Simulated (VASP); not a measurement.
A run of VASP 6.6.1:

The input INCAR:

```
SYSTEM = BP
ALGO = Normal
EDIFF = 1E-6
EDIFFG = -0.01
ENCUT = 600
GGA = PE
IBRION = 2
ISIF = 3
ISMEAR = -1
IVDW = 13
LASPH = .True.
LCHARG = .False.
LREAL = .False.
LWAVE = .False.
NELM = 100
NSW = 60
PREC = Accurate
SIGMA = 0.05
```

KPOINTS

```
k-points
0
Gamma
  10 10 10
  0 0 0
```

The input POSCAR:

```
BP
1.0
    0.0000000000      2.2690000000      2.2690000000
    2.2690000000      0.0000000000      2.2690000000
    2.2690000000      2.2690000000      0.0000000000
P B
1 1
Direct
    0.7500000000      0.7500000000      0.7500000000
    0.0000000000      0.0000000000      0.0000000000
```

Potentials or basis: VASP PAW PBE potentials, release 64 (P, B).

Command:

```sh
$ cat potpaw_PBE.64/P/POTCAR potpaw_PBE.64/B/POTCAR > POTCAR
$ mpirun -np 1 vasp_std > vasp.out
```

Hardware: 1 thread of Intel(R) Xeon(R) 6975P-C (Granite Rapids) (shared host).

Problem. How long does it take, and how much memory?

Solution. It took 13 s on 1 thread of Intel(R) Xeon(R) 6975P-C (Granite Rapids) (shared host), peak memory 0.16 GiB. Counts: scf iterations 25, k points 47, ion steps 3.
